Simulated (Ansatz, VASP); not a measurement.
## CdTe in VASP and in Ansatz

```
CELL_PARAMETERS angstrom
0.00000 3.18349 3.18349
3.18349 0.00000 3.18349
3.18349 3.18349 0.00000
ATOMIC_POSITIONS crystal
Cd 0.00000 0.00000 0.00000
Te 0.25000 0.25000 0.25000
```

Alike in both runs: task single point; functional PBE; k mesh 5 × 5 × 5; no spin polarisation.

|  | VASP | Ansatz |
| --- | --- | --- |
| version | VASP 6.6.1 | Ansatz 0.2.0 |
| potentials or method | VASP PAW PBE potentials, release 64 (Cd, Te) | plane waves, norm-conserving potentials |
| plane-wave cutoff (eV) | 500 | 1120 |
| occupations | gaussian, width 0.01 eV | fixed |
| valence electrons in the cell | 18 | 36 |

|  | VASP | Ansatz | Ansatz less VASP |
| --- | --- | --- | --- |
| pressure (GPa) | 5.6 | 5.5 | -0.13 |

VASP's potentials hold 18 valence electrons a cell and Ansatz's 36, so a difference there can come from the potentials and not from the codes.

Neither program's run includes spin-orbit coupling.
